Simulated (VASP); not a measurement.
A run of VASP 6.6.1 is set up as follows.

Contents of INCAR:

```
ALGO     = Normal         # electronic algorithm
EDIFF    = 1E-6           # SCF threshold, eV
ENCUT    = 520            # plane-wave cutoff, eV
GGA      = PE             # functional
ISIF     = 2              # what is computed and relaxed
ISMEAR   = 0              # smearing method
LASPH    = T              # aspherical terms in the spheres
LCHARG   = F              # write CHGCAR
LREAL    = F              # projectors in reciprocal space
LWAVE    = F              # write WAVECAR
NBANDS   = 36             # bands
NELM     = 100            # most SCF steps
PREC     = Accurate       # precision mode
SIGMA    = 0.05           # smearing width, eV
```

KPOINTS

```
k-points
0
Gamma
  1 1 1
```

Contents of POSCAR:

```
GaSbH5
1.0
   14.6000000000      0.0000000000      0.0000000000
    0.0000000000     13.4000000000      0.0000000000
    0.0000000000      0.0000000000     13.5000000000
Ga Sb H
2 2 10
Direct
    0.4481199500      0.4695265366      0.3690406234
    0.6320829591      0.5111204615      0.6360855446
    0.5748026652      0.3865778734      0.4829467164
    0.3873419598      0.6150452192      0.5071288703
    0.4859910350      0.5447852066      0.2908974568
    0.3538380821      0.4153716839      0.3599993256
    0.5238319826      0.2755618825      0.5126479529
    0.6478815295      0.3369887068      0.3968690290
    0.5304005917      0.5519612866      0.6487941775
    0.6975961708      0.5798927988      0.5744856064
    0.6690265458      0.4386887130      0.7173565393
    0.4478444977      0.7174102479      0.5429658105
    0.3398206456      0.5869157420      0.6188923039
    0.2946387977      0.6800514978      0.4629485141
```

Potentials or basis: VASP PAW PBE potentials, release 64 (Ga_d, Sb, H).

Launch:

```bash
$ cat potpaw_PBE.64/Ga_d/POTCAR potpaw_PBE.64/Sb/POTCAR potpaw_PBE.64/H/POTCAR > POTCAR
$ mpirun -np 1 vasp_gam > vasp.out
```

**Question.** What does it give for the gap between the frontier levels?

**Answer.** 4.09 eV.

**Question.** Estimate the largest force.

**Answer.** 0.194 eV/Å.

Forces in eV/Å, atoms in the order of the input:
```
Ga  -0.022  0.020 -0.011
Ga   0.008 -0.004  0.004
Sb  -0.010  0.123  0.051
Sb   0.083 -0.136 -0.111
H   -0.006 -0.008  0.006
H    0.013  0.000  0.002
H   -0.039 -0.094  0.025
H    0.060 -0.033 -0.066
H    0.005  0.001  0.001
H   -0.009 -0.010  0.010
H   -0.010  0.013 -0.016
H    0.057  0.085  0.038
H   -0.044 -0.011  0.096
H   -0.085  0.055 -0.029
```

Caveat: spin-orbit coupling is left out, which moves the levels of the heavy elements.
